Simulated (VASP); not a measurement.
# LaFeSiO (P4/nmm) in VASP: single point with PBE

Aim: the single point of LaFeSiO with PBE.

Everything below comes from runs of VASP 6.6.1. Logs are shortened: lines on timing, memory, paths and dates and some standing lists are left out, and cuts for length are marked.

**1. The cell of the first run**

It takes space group P4/nmm (No. 129, tetragonal). The conventional cell has a = 4.118 Å, b = 4.118 Å, c = 8.139 Å, α = 90.00°, β = 90.00°, γ = 90.00°. Within 3.2 Å of La (site symmetry 4mm) lie 4 O at 2.39 Å. Within 3.0 Å of Fe (site symmetry -4m2) lie 4 Si at 2.24 Å and 4 Fe at 2.91 Å. Si (site symmetry 4mm) has 4 Fe at 2.24 Å within 3.0 Å. O (site symmetry -4m2) has 4 La at 2.39 Å and 4 O at 2.91 Å within 3.2 Å.

**2. Single point, PBE**

POSCAR reads:

```
LaFeSiO
1.0
    4.1183028020      0.0000000000      0.0000000000
    0.0000000000      4.1183028020      0.0000000000
    0.0000000000      0.0000000000      8.1386395647
La Fe Si O
2 2 2 2
Direct
    0.5000000000      0.0000000000      0.1494189047
    0.0000000000      0.5000000000      0.8505810953
    0.0000000000      0.0000000000      0.5000000000
    0.5000000000      0.5000000000      0.5000000000
    0.5000000000      0.0000000000      0.6073815951
    0.0000000000      0.5000000000      0.3926184049
    0.0000000000      0.0000000000      0.0000000000
    0.5000000000      0.5000000000      0.0000000000
```

INCAR.step1 reads:

```
PREC     = Accurate       # precision mode
ENCUT    = 520            # plane-wave cutoff, eV
EDIFF    = 1E-7           # SCF threshold, eV
ISMEAR   = 0              # smearing method
SIGMA    = 0.05           # smearing width, eV
LREAL    = F              # projectors in reciprocal space
LASPH    = T              # aspherical terms in the spheres
NELM     = 100            # most SCF steps
ALGO     = Normal         # electronic algorithm
ISIF     = 2              # what is computed and relaxed
LWAVE    = F              # write WAVECAR
LCHARG   = T              # write CHGCAR
LMAXMIX  = 6              # l up to which the mixer works
GGA      = PE             # functional
NBANDS   = 39             # bands
```

KPOINTS.step1 reads:

```
regular mesh
0
Gamma
  8 8 4
```

INCAR.step2 reads:

```
PREC     = Accurate       # precision mode
ENCUT    = 520            # plane-wave cutoff, eV
EDIFF    = 1E-7           # SCF threshold, eV
ISMEAR   = -5             # smearing method
SIGMA    = 0.05           # smearing width, eV
LREAL    = F              # projectors in reciprocal space
LASPH    = T              # aspherical terms in the spheres
NELM     = 100            # most SCF steps
ALGO     = Normal         # electronic algorithm
ISIF     = 2              # what is computed and relaxed
LWAVE    = F              # write WAVECAR
LCHARG   = F              # write CHGCAR
LMAXMIX  = 6              # l up to which the mixer works
GGA      = PE             # functional
LORBIT   = 11             # projections on sites
NBANDS   = 39             # bands
NEDOS    = 1001           # points of the DOS
ICHARG   = 11             # starting density
```

KPOINTS.step2 reads:

```
regular mesh
0
Gamma
  12 12 6
```

Potentials or basis: VASP PAW PBE potentials, release 64 (La, Fe, Si, O).

Started as:

```sh
$ cat potpaw_PBE.64/La/POTCAR potpaw_PBE.64/Fe/POTCAR potpaw_PBE.64/Si/POTCAR potpaw_PBE.64/O/POTCAR > POTCAR
$ cp INCAR.step1 INCAR
$ cp KPOINTS.step1 KPOINTS
$ mpirun -np 1 vasp_std > vasp.out
$ cp INCAR.step2 INCAR
$ cp KPOINTS.step2 KPOINTS
$ mpirun -np 1 vasp_std > vasp.out
```

OUTCAR:

```text
PREC = Accurate
   ENCUT = 520
   EDIFF = 1E-7
   ISMEAR = -5
   LREAL = F
   LASPH = T
   NELM = 100
   ISIF = 2
   GGA = PE
   LORBIT = 11
   ICHARG = 11

 ion  position               nearest neighbor table
   1  0.500  0.000  0.149-   7 2.39   8 2.39   8 2.39   7 2.39
   2  0.000  0.500  0.851-   7 2.39   8 2.39   7 2.39   8 2.39
   3  0.000  0.000  0.500-   5 2.24   6 2.24   6 2.24   5 2.24   4 2.91   4 2.91   4 2.91   4 2.91

   4  0.500  0.500  0.500-   5 2.24   6 2.24   5 2.24   6 2.24   3 2.91   3 2.91   3 2.91   3 2.91

   5  0.500  0.000  0.607-   3 2.24   4 2.24   4 2.24   3 2.24
   6  0.000  0.500  0.393-   3 2.24   4 2.24   3 2.24   4 2.24
   7  0.000  0.000  0.000-   1 2.39   2 2.39   2 2.39   1 2.39
   8  0.500  0.500  0.000-   1 2.39   2 2.39   1 2.39   2 2.39

  LATTYP: Found a simple tetragonal cell.
 ALAT       =     4.1183028020
 C/A-ratio  =     1.9762120359

  Lattice vectors:

 A1 = (   4.1183028020,   0.0000000000,   0.0000000000)
 A2 = (   0.0000000000,   4.1183028020,   0.0000000000)
 A3 = (   0.0000000000,   0.0000000000,   8.1386395647)

Analysis of symmetry for initial positions (statically):
=====================================================================
 Subroutine PRICEL returns:
 Original cell was already a primitive cell.

 Routine SETGRP: Setting up the symmetry group for a
 simple tetragonal supercell.

 Subroutine GETGRP returns: Found 16 space group operations
 (whereof  8 operations were pure point group operations)
 out of a pool of 16 trial point group operations.

The static configuration has the point symmetry D_2d.
 The point group associated with its full space group is D_4h.

Analysis of symmetry for dynamics (positions and initial velocities):
=====================================================================
 Subroutine PRICEL returns:
 Original cell was already a primitive cell.

 Routine SETGRP: Setting up the symmetry group for a
 simple tetragonal supercell.

 Subroutine GETGRP returns: Found 16 space group operations
 (whereof  8 operations were pure point group operations)
 out of a pool of 16 trial point group operations.

The dynamic configuration has the point symmetry D_2d.
 The point group associated with its full space group is D_4h.

 Subroutine INISYM returns: Found 16 space group operations
 (whereof  8 operations are pure point group operations),
 and found     1 'primitive' translations

----------------------------------------------------------------------------------------

[... 128 lines left out ...]
  Fermi-wavevector in a.u.,A,eV,Ry     =   1.226181  2.317147 20.456641  1.503521
  Thomas-Fermi vector in A             =   2.361192
   LORBIT       =     11    0 simple, 1 ext, 2 COOP (PROOUT), +10 PAW based schemes
   GGA     = PE    functional components
   LHFCALC =     F    Hartree Fock is set to
   AEXX    =    0.0000 exact exchange contribution
   IVDW    =     0    specifies the selected vdW correction
   LEPSILON=     F    determine dielectric tensor
   LRPA    =     F    only Hartree local field effects (RPA)
 non-spin polarized calculation
 Fermi weights with tetrahedron method with Bloechl corrections
  energy-cutoff  :      520.00
  volume of cell :      138.03
 maximum number of plane-waves:      3746
 NGX is ok and might be reduce to    32

 number of electron      58.0000003 magnetization

 Free energy of the ion-electron system (eV)
  ---------------------------------------------------
  ext. energy  EPLUGINS =         0.00000000
  ---------------------------------------------------
  free energy    TOTEN  =       -60.34600932 eV

  energy without entropy =      -60.34600932  energy(sigma->0) =      -60.34600932

 E-fermi :   7.1526     XC(G=0): -10.5937

 val. band max:        7.1796247900   @ k =   0.5000   0.1667   0.5000
 cond. band min:       7.1320535935   @ k =   0.5000   0.2500   0.3333
 fundamental gap:     -0.0475711966
 Fermi energy:         7.1525612839

 k-point     1 :       0.0000    0.0000    0.0000
  band No.  band energies     occupation
      1     -24.8363      2.00000
      2     -24.6342      2.00000
      3     -11.9360      2.00000
      4     -10.7568      2.00000
      5      -8.7319      2.00000
      6      -8.7319      2.00000
[... 997 lines left out ...]
     38      10.1544      0.00000
     39      10.2212      0.00000

 [... further k-points ...]

------------------------ aborting loop because EDIFF is reached ----------------------------------------

  FORCE on cell =-STRESS in cart. coord.  units (eV):
  Direction    XX          YY          ZZ          XY          YZ          ZX
  --------------------------------------------------------------------------------------
  -------------------------------------------------------------------------------------
  Total        0.6809042      0.6809042      0.5518689      0.0000000      0.0000000      0.0000000
  in kB        7.9032954      7.9032954      6.4055751      0.0000000      0.0000000      0.0000000
  external PRESSURE =       7.4040553 kB  Pullay stress =       0.0000000 kB

 VOLUME and BASIS-vectors are now :
 -----------------------------------------------------------------------------
  energy-cutoff  :      520.00
  volume of cell :      138.03
      direct lattice vectors                 reciprocal lattice vectors
     4.118302802  0.000000000  0.000000000     0.242818474  0.000000000  0.000000000
     0.000000000  4.118302802  0.000000000     0.000000000  0.242818474  0.000000000
     0.000000000  0.000000000  8.138639565     0.000000000  0.000000000  0.122870658

 POSITION                                       TOTAL-FORCE (eV/Angst)
 -----------------------------------------------------------------------------------
      2.05915      0.00000      1.21607        -0.000000      0.000000     -0.000858
      0.00000      2.05915      6.92257        -0.000000     -0.000000      0.000858
      0.00000      0.00000      4.06932        -0.000000     -0.000000      0.000000
      2.05915      2.05915      4.06932        -0.000000      0.000000      0.000000
      2.05915      0.00000      4.94326         0.000000      0.000000     -0.033745
      0.00000      2.05915      3.19538        -0.000000     -0.000000      0.033745
      0.00000      0.00000      0.00000        -0.000000     -0.000000      0.000000
      2.05915      2.05915      0.00000        -0.000000      0.000000      0.000000
 -----------------------------------------------------------------------------------
    total drift:                                0.000000     -0.000000     -0.000000

  FREE ENERGIE OF THE ION-ELECTRON SYSTEM (eV)
  ---------------------------------------------------
  free  energy   TOTEN  =       -60.3460093184 eV

  energy  without entropy=      -60.3460093184  energy(sigma->0) =      -60.34600932

 total charge

# of ion       s       p       d       f       tot
--------------------------------------------------
    1        2.018   5.686   0.642   0.218   8.565
    2        2.018   5.686   0.642   0.218   8.565
    3        0.439   0.516   6.536   0.000   7.491
    4        0.439   0.516   6.536   0.000   7.491
    5        0.796   0.917   0.000   0.000   1.713
    6        0.796   0.917   0.000   0.000   1.713
    7        1.570   3.449   0.000   0.000   5.019
    8        1.570   3.449   0.000   0.000   5.019
--------------------------------------------------
tot          9.646  21.137  14.356   0.436  45.575
```

OUTCAR.step1:

```text
PREC = Accurate
   ENCUT = 520
   EDIFF = 1E-7
   ISMEAR = 0
   LREAL = F
[... 1258 lines left out ...]
      2.05915      0.00000      4.94326        -0.000000     -0.000000      0.005062
      0.00000      2.05915      3.19538         0.000000      0.000000     -0.005062
      0.00000      0.00000      0.00000         0.000000     -0.000000      0.000000
      2.05915      2.05915      0.00000         0.000000      0.000000      0.000000
 -----------------------------------------------------------------------------------
    total drift:                                0.000000     -0.000000     -0.000000

  FREE ENERGIE OF THE ION-ELECTRON SYSTEM (eV)
  ---------------------------------------------------
  free  energy   TOTEN  =       -60.3478544662 eV

  energy  without entropy=      -60.3434160907  energy(sigma->0) =      -60.34563528
```

It took 27 min on 1 thread of Intel Xeon 8259CL, shared host; peak memory 0.72 GiB.

Results:

| Property | Result |
| --- | --- |
| Valence electrons inside the program's atomic spheres | La 8.56; Fe 7.49; Si 1.71; O 5.02 |

Caveat: spin-orbit coupling is left out, which moves the levels of the heavy elements; the run has no spin polarisation, though such a crystal can be magnetic; tetrahedron occupations give inexact forces and stress in metals.
